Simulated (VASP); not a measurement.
Crystal: Re.

```xyz
1
Lattice="0.0000 1.9577 1.9577 1.9577 0.0000 1.9577 1.9577 1.9577 0.0000" Properties=species:S:1:pos:R:3 pbc="T T T"
Re    0.0000    0.0000    0.0000
```

```yaml
Program: VASP 6.6.1
Task: relaxation of cell and atoms
Functional: LDA
Potentials_or_basis: VASP PAW LDA potentials, release 64 (Re)
Cutoff: 600 eV
k_mesh: 18 × 18 × 18
Occupations: gaussian, width 0.1 eV
Spin: no spin polarisation
```

At the start: pressure -14.5 GPa; volume 15.01 Å³/atom.

Problem. Where does the relaxation end?

Solution. Over 5 steps the energy falls by 26.5 meV/atom and the volume is 14.44 Å³/atom (-3.8 %); space group Fm-3m (No. 225, to 0.05 Å).

Step by step:
| step | energy change (eV) | largest force (eV/Å) | pressure (GPa) | volume (Å³) |
| --- | --- | --- | --- | --- |
| 1 | 0.0000 | 0.0000 | -14.48 | 15.01 |
| 2 | 0.5435 | 0.0000 | 96.63 | 12.25 |
| 3 | -0.0263 | 0.0000 | -1.20 | 14.48 |
| 4 | -0.0265 | 0.0000 | -0.24 | 14.45 |
| 5 | -0.0265 | 0.0000 | 0.05 | 14.44 |

Final structure:
```xyz
1
Lattice="0.0000 1.9326 1.9326 1.9326 0.0000 1.9326 1.9326 1.9326 0.0000" Properties=species:S:1:pos:R:3 pbc="T T T"
Re    0.0000    0.0000    0.0000
```
